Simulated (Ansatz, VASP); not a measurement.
**Two plane-wave programs on Ag**

```xyz
2
Lattice="2.9761 0.0000 0.0000 -1.4880 2.5774 0.0000 0.0000 0.0000 4.7095" Properties=species:S:1:pos:R:3 pbc="T T T"
Ag    1.4880    0.8591    1.1757
Ag    0.0000    1.7182    3.5338
```

Alike in both runs: functional PBE; k mesh 6 × 6 × 4; occupations gaussian, width 0.1 eV; no spin polarisation.

Ansatz relaxed the structure, and its values are those at the end. VASP's run is a single point on that final structure, the one shown.

```csv
,VASP,Ansatz
version,VASP 6.6.1,Ansatz 0.2.0
potentials or method,"VASP PAW PBE potentials, release 64 (Ag), cutoff 520 eV","scalar-relativistic, plane waves, PAW"
valence electrons in the cell,22,38
```

Ansatz gave:

- gap on the k mesh at the Fermi level (eV): none
- pressure (GPa): 0.0
- rms of the force components (eV/Å): 0.010

Problem. Estimate VASP's values.

Solution. gap on the k mesh at the Fermi level (eV): none; pressure (GPa): -0.2; rms of the force components (eV/Å): 0.010.

A gap of «none» marks a metal or a gap that the smearing closes. VASP's potentials hold 22 valence electrons a cell and Ansatz's 38, so a difference there can come from the potentials and not from the codes.

The k mesh is coarse, so the values compare programs but aren't converged.
